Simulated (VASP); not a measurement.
# Al4B3P (P4/mmm) in VASP: further runs

Al4B3P is run at these levels: PBE; tasks: single point.

Program: VASP 6.6.1. These are calculated values, not measurements. Logs are shortened: lines on timing, memory, paths and dates and some standing lists are left out, and cuts for length are marked.

### Step 1. The cell of the first run

The structure is tetragonal, space group P4/mmm (No. 123). Conventional cell: a = 3.812 Å, b = 3.812 Å, c = 6.811 Å, α = 90.00°, β = 90.00°, γ = 90.00°. Al (site symmetry 2mm) has 4 B at 2.22 to 2.37 Å and 5 Al at 2.70 to 2.81 Å and 2 P at 2.76 Å within 2.9 Å. B (site symmetry 4/mmm) has 8 Al at 2.37 Å within 3.1 Å. Within 2.3 Å of B (site symmetry 4mm) lie 1 B at 1.71 Å and 4 Al at 2.22 Å. Within 3.6 Å of P (site symmetry 4/mmm) lie 8 Al at 2.76 Å and 10 B at 2.83 to 3.41 Å.

### Step 2. Single point, PBE

Contents of INCAR:

```
SYSTEM = Al4B3P
PREC     = Accurate       ! precision mode
ENCUT    = 500            ! plane-wave cutoff, eV
EDIFF    = 1E-6           ! SCF threshold, eV
ISMEAR   = 0              ! smearing method
SIGMA    = 0.2            ! smearing width, eV
LREAL    = .False.        ! projectors in reciprocal space
LASPH    = .True.         ! aspherical terms in the spheres
NELM     = 120            ! most SCF steps
ALGO     = Normal         ! electronic algorithm
ISIF     = 2              ! what is computed and relaxed
LWAVE    = .False.        ! write WAVECAR
LCHARG   = .False.        ! write CHGCAR
GGA      = PE             ! functional
NBANDS   = 23             ! bands
GGA_COMPAT= .False.
```

Contents of KPOINTS:

```
regular mesh
0
Gamma
  5 5 2
  0 0 0
```

Contents of POSCAR:

```
Al4B3P
1.0
    3.8124135717      0.0000000000      0.0000000000
    0.0000000000      3.8124135717      0.0000000000
    0.0000000000      0.0000000000      6.8109938650
Al B P
4 3 1
Direct
    0.0000000000      0.5000000000      0.2065572101
    0.5000000000      0.0000000000      0.2065572101
    0.0000000000      0.5000000000      0.7934427899
    0.5000000000      0.0000000000      0.7934427899
    0.5000000000      0.5000000000      0.0000000000
    0.0000000000      0.0000000000      0.3741221343
    0.0000000000      0.0000000000      0.6258778657
    0.5000000000      0.5000000000      0.5000000000
```

Potentials or basis: VASP PAW PBE potentials, release 64 (Al, B, P).

Command:

```sh
$ cat potpaw_PBE.64/Al/POTCAR potpaw_PBE.64/B/POTCAR potpaw_PBE.64/P/POTCAR > POTCAR
$ mpirun -np 1 vasp_std > vasp.out
```

OUTCAR:

```text
SYSTEM = Al4B3P
   PREC = Accurate
   ENCUT = 500
   EDIFF = 1E-6
   ISMEAR = 0
   LREAL = .False.
   LASPH = .True.
   NELM = 120
   ISIF = 2
   GGA = PE

 ion  position               nearest neighbor table
   1  0.000  0.500  0.207-   6 2.22   6 2.22   5 2.37   5 2.37   2 2.70   2 2.70   2 2.70   2 2.70
                             8 2.76   8 2.76   3 2.81
   2  0.500  0.000  0.207-   6 2.22   6 2.22   5 2.37   5 2.37   1 2.70   1 2.70   1 2.70   1 2.70
                             8 2.76   8 2.76   4 2.81
   3  0.000  0.500  0.793-   7 2.22   7 2.22   5 2.37   5 2.37   4 2.70   4 2.70   4 2.70   4 2.70
                             8 2.76   8 2.76   1 2.81
   4  0.500  0.000  0.793-   7 2.22   7 2.22   5 2.37   5 2.37   3 2.70   3 2.70   3 2.70   3 2.70
                             8 2.76   8 2.76   2 2.81
   5  0.500  0.500  0.000-   1 2.37   2 2.37   3 2.37   4 2.37   2 2.37   4 2.37   1 2.37   3 2.37

   6  0.000  0.000  0.374-   7 1.71   2 2.22   1 2.22   1 2.22   2 2.22
   7  0.000  0.000  0.626-   6 1.71   4 2.22   3 2.22   3 2.22   4 2.22
   8  0.500  0.500  0.500-   1 2.76   2 2.76   3 2.76   4 2.76   2 2.76   4 2.76   1 2.76   3 2.76

  LATTYP: Found a simple tetragonal cell.
 ALAT       =     3.8124135717
 C/A-ratio  =     1.7865306942

  Lattice vectors:

 A1 = (   3.8124135717,   0.0000000000,   0.0000000000)
 A2 = (   0.0000000000,   3.8124135717,   0.0000000000)
 A3 = (   0.0000000000,   0.0000000000,   6.8109938650)

Analysis of symmetry for initial positions (statically):
=====================================================================
 Subroutine PRICEL returns:
 Original cell was already a primitive cell.

 Routine SETGRP: Setting up the symmetry group for a
 simple tetragonal supercell.

 Subroutine GETGRP returns: Found 16 space group operations
 (whereof 16 operations were pure point group operations)
 out of a pool of 16 trial point group operations.

The static configuration has the point symmetry D_4h.

Analysis of symmetry for dynamics (positions and initial velocities):
=====================================================================
 Subroutine PRICEL returns:
 Original cell was already a primitive cell.

 Routine SETGRP: Setting up the symmetry group for a
 simple tetragonal supercell.

 Subroutine GETGRP returns: Found 16 space group operations
 (whereof 16 operations were pure point group operations)
 out of a pool of 16 trial point group operations.

[... 104 lines left out ...]
   NFREE  =      0    steps in history (QN), initial steepest desc. (CG)
   ISIF   =      2    stress and relaxation
   ISYM   =      2    0-nonsym 1-usesym 2-fastsym
   POTIM  = 0.5000    time-step for ionic-motion
   TEBEG  =    0.0;   TEEND  =   0.0 temperature during run
   PSTRESS=    0.0 pullay stress
   NELECT =      26.0000    total number of electrons
   NUPDOWN=      -1.0000    fix difference up-down
   EMIN   =  10.00;   EMAX   =-10.00  energy-range for DOS
   EFERMI =   0.00;   METHOD = LEGACY
   ISMEAR =     0;   SIGMA  =   0.20  broadening in eV -4-tet -1-fermi 0-gaus
   EFERMI_NEDOS =   21; number of points for ismear=-14 and -15
   IALGO  =     38    algorithm
   IMIX   =      4    mixing-type and parameters
     AMIX     =   0.40;   BMIX     =  1.00
     AMIX_MAG =   1.60;   BMIX_MAG =  1.00
  volume/ion in A,a.u.               =      12.37        83.51
  Fermi-wavevector in a.u.,A,eV,Ry     =   1.048405  1.981198 14.954887  1.099153
  Thomas-Fermi vector in A             =   2.183325
   LORBIT       =      0    0 simple, 1 ext, 2 COOP (PROOUT), +10 PAW based schemes
   GGA     = PE    functional components
   LHFCALC =     F    Hartree Fock is set to
   AEXX    =    0.0000 exact exchange contribution
   IVDW    =     0    specifies the selected vdW correction
   LEPSILON=     F    determine dielectric tensor
   LRPA    =     F    only Hartree local field effects (RPA)
 non-spin polarized calculation
 Gauss-broadening in eV      SIGMA  =   0.20
  energy-cutoff  :      500.00
  volume of cell :       98.99
 maximum number of plane-waves:      2522
 NGX is ok and might be reduce to    28
   NGX = 13   NGY = 13   NGZ = 25

 number of electron      25.9999998 magnetization

 Free energy of the ion-electron system (eV)
  ---------------------------------------------------
  ext. energy  EPLUGINS =         0.00000000
  ---------------------------------------------------
  free energy    TOTEN  =       -38.03694391 eV

  energy without entropy =      -38.00401175  energy(sigma->0) =      -38.02047783

 E-fermi :   8.2347     XC(G=0): -10.8196

 val. band max:        7.9744382690   @ k =   0.0000   0.0000   0.5000
 cond. band min:       8.3037239245   @ k =   0.4000   0.2000   0.0000
 fundamental gap:      0.3292856554
 Fermi energy:         8.2347054317

 k-point     1 :       0.0000    0.0000    0.0000
  band No.  band energies     occupation
      1      -5.4929      2.00000
      2      -2.1069      2.00000
      3      -2.0285      2.00000
      4       1.8618      2.00000
      5       3.4169      2.00000
      6       3.4169      2.00000
[... 301 lines left out ...]
     22      15.6454      0.00000
     23      16.2986      0.00000

------------------------ aborting loop because EDIFF is reached ----------------------------------------

  FORCE on cell =-STRESS in cart. coord.  units (eV):
  Direction    XX          YY          ZZ          XY          YZ          ZX
  --------------------------------------------------------------------------------------
  -------------------------------------------------------------------------------------
  Total        0.2525870      0.2525870     -0.0513641      0.0000000     -0.0000000      0.0000000
  in kB        4.0880022      4.0880022     -0.8313042      0.0000000     -0.0000000      0.0000000
  external PRESSURE =       2.4482334 kB  Pullay stress =       0.0000000 kB

 VOLUME and BASIS-vectors are now :
 -----------------------------------------------------------------------------
  energy-cutoff  :      500.00
  volume of cell :       98.99
      direct lattice vectors                 reciprocal lattice vectors
     3.812413572  0.000000000  0.000000000     0.262301028  0.000000000  0.000000000
     0.000000000  3.812413572  0.000000000     0.000000000  0.262301028  0.000000000
     0.000000000  0.000000000  6.810993865     0.000000000  0.000000000  0.146821451

 POSITION                                       TOTAL-FORCE (eV/Angst)
 -----------------------------------------------------------------------------------
      0.00000      1.90621      1.40686         0.000000     -0.000000      0.007711
      1.90621      0.00000      1.40686        -0.000000     -0.000000      0.007711
      0.00000      1.90621      5.40413        -0.000000     -0.000000     -0.007711
      1.90621      0.00000      5.40413         0.000000     -0.000000     -0.007711
      1.90621      1.90621      0.00000         0.000000      0.000000      0.000000
      0.00000      0.00000      2.54814         0.000000      0.000000     -0.022431
      0.00000      0.00000      4.26285         0.000000      0.000000      0.022431
      1.90621      1.90621      3.40550         0.000000      0.000000      0.000000
 -----------------------------------------------------------------------------------
    total drift:                               -0.000000      0.000000      0.000000

  FREE ENERGIE OF THE ION-ELECTRON SYSTEM (eV)
  ---------------------------------------------------
  free  energy   TOTEN  =       -38.0369439140 eV

  energy  without entropy=      -38.0040117530  energy(sigma->0) =      -38.02047783
```

OSZICAR:

```text
N       E                     dE             d eps       ncg     rms          rms(c)
DAV:   1     0.394841523859E+02    0.39484E+02   -0.10324E+04   552   0.939E+02
DAV:   2    -0.372915209475E+02   -0.76776E+02   -0.72499E+02   697   0.144E+02
DAV:   3    -0.409885236836E+02   -0.36970E+01   -0.36558E+01   752   0.289E+01
DAV:   4    -0.410225241849E+02   -0.34001E-01   -0.33973E-01   665   0.317E+00
DAV:   5    -0.410230022401E+02   -0.47806E-03   -0.47803E-03   715   0.395E-01    0.879E+00
DAV:   6    -0.380822226311E+02    0.29408E+01   -0.78972E+00   679   0.125E+01    0.361E+00
DAV:   7    -0.380607648579E+02    0.21458E-01   -0.12875E+00   692   0.493E+00    0.198E+00
DAV:   8    -0.380398309782E+02    0.20934E-01   -0.48008E-02   671   0.115E+00    0.882E-01
DAV:   9    -0.380370089782E+02    0.28220E-02   -0.97714E-03   679   0.555E-01    0.179E-01
DAV:  10    -0.380369522240E+02    0.56754E-04   -0.94620E-04   664   0.153E-01    0.744E-02
DAV:  11    -0.380369376757E+02    0.14548E-04   -0.22229E-04   685   0.715E-02    0.246E-02
DAV:  12    -0.380369412418E+02   -0.35661E-05   -0.14029E-05   671   0.191E-02    0.115E-02
DAV:  13    -0.380369438061E+02   -0.25643E-05   -0.30969E-06   649   0.912E-03    0.160E-03
DAV:  14    -0.380369439140E+02   -0.10787E-06   -0.27282E-07   416   0.279E-03
   1 F= -.38036944E+02 E0= -.38020478E+02  d E =-.329322E-01
```

stdout:

```text
POSCAR found type information on POSCAR AlB P
 POSCAR found :  3 types and       8 ions
 scaLAPACK will be used
 LDA part: xc-table for (Slater+PW92), standard interpolation
 POSCAR, INCAR and KPOINTS ok, starting setup
 FFT: planning ... GRIDC
 FFT: planning ... GRID_SOFT
 FFT: planning ... GRID
 WAVECAR not read
 entering main loop
```

It took 21 s on 1 thread of Intel Xeon Platinum 8259CL at 2.50GHz (Skylake/Cascade Lake), shared host; peak memory 0.19 GiB.

What came out:

```
Free energy            : -38.0369 eV
Pressure               : 0.2 GPa
Largest force          : 0.022 eV/Å
Band gap on the k mesh : zero (band 13 reaches 8.61 eV, above the bottom of band 14 at 7.44 eV)
```

Forces on the atoms (eV/Å):
```
Al   0.000  0.000  0.008
Al   0.000  0.000  0.008
Al   0.000  0.000 -0.008
Al   0.000  0.000 -0.008
B    0.000  0.000  0.000
B    0.000  0.000 -0.022
B    0.000  0.000  0.022
P    0.000  0.000  0.000
```

Stress tensor (GPa, compression positive):
```
 0.41  0.00  0.00
 0.00  0.41  0.00
 0.00  0.00 -0.08
```

Levels at points of the mesh, in eV from the Fermi level:
```tsv
k point	band 9	band 10	band 11	band 12	band 13	band 14	band 15	band 16	band 17	band 18
(0.00, 0.00, 0.00)	-1.90	-1.90	-1.84	-1.63	-1.63	-0.80	0.98	1.50	2.07	2.07
(0.00, 0.00, 0.50)	-3.32	-2.73	-1.10	-0.26	0.18	0.50	0.50	1.76	1.76	2.67
```

Caveat: the k points lie up to 0.46 Å⁻¹ apart.

### Step 3. Single point, PBE

This run uses another cell than the first one, of 12.40 Å³/atom, 1.002 times its volume.

Contents of INCAR:

```
SYSTEM = Al4B3P
ALGO = Normal ; EDIFF = 1E-6
ENCUT = 500 ; GGA = PE
GGA_COMPAT = .FALSE. ; ISIF = 2
ISMEAR = 0 ; LASPH = .TRUE.
LCHARG = .FALSE. ; LREAL = .FALSE.
LWAVE = .FALSE. ; NBANDS = 23
NELM = 120 ; PREC = Accurate
SIGMA = 0.2
```

Contents of KPOINTS:

```
k-points
0
G
  5 5 2
  0 0 0
```

Contents of POSCAR:

```
Al4B3P
1.0
    3.8177324676      0.0000000000      0.0000000000
    0.0000000000      3.8177324676      0.0000000000
    0.0000000000      0.0000000000      6.8069174801
Al B P
4 3 1
Direct
    0.5000000000      0.0000000000      0.2066602653
    0.5000000000      0.0000000000      0.7933397347
    0.0000000000      0.5000000000      0.7933397347
    0.0000000000      0.5000000000      0.2066602653
    0.5000000000      0.5000000000      0.6260417951
    0.5000000000      0.5000000000      0.3739582049
    0.0000000000      0.0000000000      0.0000000000
    0.0000000000      0.0000000000      0.5000000000
```

Potentials or basis: VASP PAW PBE potentials, release 64 (Al, B, P).

Command:

```sh
$ cat potpaw_PBE.64/Al/POTCAR potpaw_PBE.64/B/POTCAR potpaw_PBE.64/P/POTCAR > POTCAR
$ mpirun -np 1 vasp_std > vasp.out
```

It took 21 s on 1 thread of Intel Xeon Platinum 8259CL at 2.50GHz (Skylake/Cascade Lake), shared host; peak memory 0.19 GiB.

It converged, with:

- Free energy: -38.0373 eV
- Pressure: 0.0 GPa
- Largest force: 0.006 eV/Å
- Band gap on the k mesh: zero (band 13 reaches 8.59 eV, above the bottom of band 14 at 7.39 eV)

Forces on the atoms (eV/Å):
```
Al   0.000  0.000  0.001
Al   0.000  0.000 -0.001
Al   0.000  0.000 -0.001
Al   0.000  0.000  0.001
B    0.000  0.000  0.006
B    0.000  0.000 -0.006
B    0.000  0.000  0.000
P    0.000  0.000  0.000
```

Stress tensor (GPa, compression positive):
```
-0.05  0.00  0.00
 0.00 -0.05  0.00
 0.00  0.00  0.03
```

Levels at points of the mesh, in eV from the Fermi level:
```tsv
k point	band 11	band 12	band 13	band 14	band 15	band 16
(0.00, 0.00, 0.00)	-1.81	-1.62	-1.62	-0.81	1.00	1.50
(0.00, 0.00, 0.50)	-1.07	-0.27	0.18	0.51	0.51	1.76
```

Caveat: the k points lie up to 0.46 Å⁻¹ apart.

### Step 4. Single point, PBE

This run uses another cell than the first one, of 13.71 Å³/atom, 1.108 times its volume.

Contents of INCAR:

```
PREC = Accurate ; ENCUT = 500
EDIFF = 1E-6 ; ISMEAR = 0
SIGMA = 0.2 ; LREAL = F
LASPH = T ; NELM = 120
ALGO = Normal ; ISIF = 2
LWAVE = F ; LCHARG = F
GGA = PE ; NBANDS = 23
GGA_COMPAT = F
```

Contents of KPOINTS:

```
regular mesh
0
Gamma
  4 4 2
```

Contents of POSCAR:

```
Al4B3P
1.0
    3.7643190382      0.0000000000      0.0000000000
    0.0000000000      3.7643190382      0.0000000000
    0.0000000000      0.0000000000      7.7377514599
Al B P
4 3 1
Direct
    0.0000000000      0.5000000000      0.2590976480
    0.5000000000      0.0000000000      0.2590976480
    0.0000000000      0.5000000000      0.7409023520
    0.5000000000      0.0000000000      0.7409023520
    0.0000000000      0.0000000000      0.8949788619
    0.0000000000      0.0000000000      0.1050211381
    0.5000000000      0.5000000000      0.5000000000
    0.0000000000      0.0000000000      0.5000000000
```

Command:

```sh
$ cat potpaw_PBE.64/Al/POTCAR potpaw_PBE.64/B/POTCAR potpaw_PBE.64/P/POTCAR > POTCAR
$ mpirun -np 1 vasp_std > vasp.out
```

It took 24 s on 1 thread of Intel Xeon Platinum 8259CL at 2.50GHz (Skylake/Cascade Lake), shared host; peak memory 0.2 GiB.

It converged, with:

```yaml
Free_energy: -36.7670 eV
Pressure: 0.2 GPa
Largest_force: 0.026 eV/Å
Band_gap_on_the_k_mesh: zero (band 13 reaches 7.55 eV, above the bottom of band 14 at 5.68 eV)
```

Forces on the atoms (eV/Å):
```
Al   0.000  0.000 -0.001
Al   0.000  0.000 -0.001
Al   0.000  0.000  0.001
Al   0.000  0.000  0.001
B    0.000  0.000 -0.026
B    0.000  0.000  0.026
B    0.000  0.000  0.000
P    0.000  0.000  0.000
```

Stress tensor (GPa, compression positive):
```
0.24 0.00 0.00
0.00 0.24 0.00
0.00 0.00 0.01
```

Levels at points of the mesh, in eV from the Fermi level:
```tsv
k point	band 9	band 10	band 11	band 12	band 13	band 14	band 15	band 16	band 17	band 18
(0.00, 0.00, 0.00)	-1.52	-1.52	-1.23	-1.13	-1.13	-0.18	1.68	3.18	3.34	3.54
(0.50, 0.00, 0.00)	-2.64	-1.26	-1.03	-0.90	-0.72	-0.45	0.09	1.56	2.71	3.09
(0.50, 0.50, 0.00)	-4.33	-4.24	-4.24	-2.59	-1.73	-1.20	1.63	1.63	2.56	3.87
(0.00, 0.00, 0.50)	-2.36	-1.58	-1.20	-0.11	0.37	0.37	1.86	2.17	2.55	2.55
(0.50, 0.00, 0.50)	-2.53	-1.55	-1.25	-1.02	-0.45	-0.40	1.34	2.46	2.63	3.61
(0.50, 0.50, 0.50)	-5.10	-4.51	-2.36	-2.36	-0.51	-0.50	-0.50	0.14	1.32	5.52
```

Caveat: the k points lie up to 0.42 Å⁻¹ apart.

### Step 5. The runs side by side

| cell | k mesh | gap on the mesh (eV) | pressure (GPa) | largest force (eV/Å) |
| --- | --- | --- | --- | --- |
| a = 3.812, b = 3.812, c = 6.811 Å, 8 atoms | 5 × 5 × 2 | none | 0.2 | 0.02 |
| a = 3.818, b = 3.818, c = 6.807 Å, 8 atoms | 5 × 5 × 2 | none | 0.0 | 0.01 |
| a = 3.764, b = 3.764, c = 7.738 Å, 8 atoms | 4 × 4 × 2 | none | 0.2 | 0.03 |

Alike in all rows: task single point; level PBE; potentials or basis VASP PAW PBE potentials, release 64 (Al, B, P); no spin polarisation; cutoff (eV) 500; smearing gaussian 0.2 eV.

Caveats: all runs use coarse meshes.

Absolute energies hang on the potentials; compare differences alone.
